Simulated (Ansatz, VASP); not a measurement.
# Sn2PbO3: VASP beside Ansatz

```
CELL_PARAMETERS angstrom
3.92329 0.00000 0.00000
0.00000 3.92329 0.00000
0.00000 0.00000 15.16850
ATOMIC_POSITIONS crystal
Sn 0.50000 0.00000 0.58361
Sn 0.00000 0.50000 0.73381
Sn 0.00000 0.50000 0.41639
Sn 0.50000 0.00000 0.26619
Pb 0.50000 0.00000 0.91842
Pb 0.00000 0.50000 0.08158
O 0.50000 0.50000 0.65878
O 0.00000 0.00000 0.65878
O 0.50000 0.50000 0.00000
O 0.00000 0.00000 0.00000
O 0.00000 0.00000 0.34122
O 0.50000 0.50000 0.34122
```

Alike in both runs: functional PBE; k mesh 3 × 3 × 1; occupations gaussian, width 0.15 eV; no spin polarisation.

Ansatz relaxed the structure, and its values are those at the end. VASP's run is a single point on that final structure, the one shown.

|  | VASP | Ansatz |
| --- | --- | --- |
| version | VASP 6.6.1 | Ansatz 0.2.0 |
| potentials or method | VASP PAW PBE potentials, release 64 (Sn_d, Pb_d, O), cutoff 600 eV | scalar-relativistic, plane waves, PAW |
| valence electrons in the cell | 120 | 120 |

Ansatz gave:

```
gap on the k mesh at the Fermi level (eV) : 1.66
least direct gap on the mesh (eV)         : 1.66
pressure (GPa)                            : 0.4
rms of the force components (eV/Å)        : 0.003
```

**Question.** Estimate VASP's values.

**Answer.** gap on the k mesh at the Fermi level (eV): 1.62; least direct gap on the mesh (eV): 1.62; pressure (GPa): 0.4; rms of the force components (eV/Å): 0.023.

The k mesh is coarse, so the values compare programs but aren't converged. Neither program's run includes spin-orbit coupling.
